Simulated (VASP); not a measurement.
A run of VASP 6.6.1:

File INCAR:

```
ALGO     = Normal         # electronic algorithm
EDIFF    = 1E-8           # SCF threshold, eV
ENCUT    = 520            # plane-wave cutoff, eV
GGA      = PS             # functional
ISIF     = 2              # what is computed and relaxed
ISMEAR   = -1             # smearing method
LASPH    = T              # aspherical terms in the spheres
LCHARG   = F              # write CHGCAR
LEFG     = T            
LREAL    = F              # projectors in reciprocal space
LWAVE    = F              # write WAVECAR
NBANDS   = 15             # bands
NELM     = 100            # most SCF steps
PREC     = Accurate       # precision mode
SIGMA    = 0.01           # smearing width, eV
```

KPOINTS

```
k-points
0
Gamma
  9 9 9
```

POSCAR

```
KF
1.0
    0.0000000000      2.6555565063      2.6555565063
    2.6555565063      0.0000000000      2.6555565063
    2.6555565063      2.6555565063      0.0000000000
K F
1 1
Direct
    0.0000000000      0.0000000000      0.0000000000
    0.5000000000      0.5000000000      0.5000000000
```

Potentials or basis: VASP PAW PBE potentials, release 64 (K_sv, F).

Command:

```bash
$ cat potpaw_PBE.64/K_sv/POTCAR potpaw_PBE.64/F/POTCAR > POTCAR
$ mpirun -np 1 vasp_std > vasp.out
```

Hardware: 1 thread of Intel(R) Xeon(R) 6975P-C (Granite Rapids), with other jobs on the host.

Problem. How long does it take, and how much memory?

Solution. It took 12 s on 1 thread of Intel(R) Xeon(R) 6975P-C (Granite Rapids), with other jobs on the host, peak memory 0.15 GiB. Counts: scf iterations 16, k points 35.
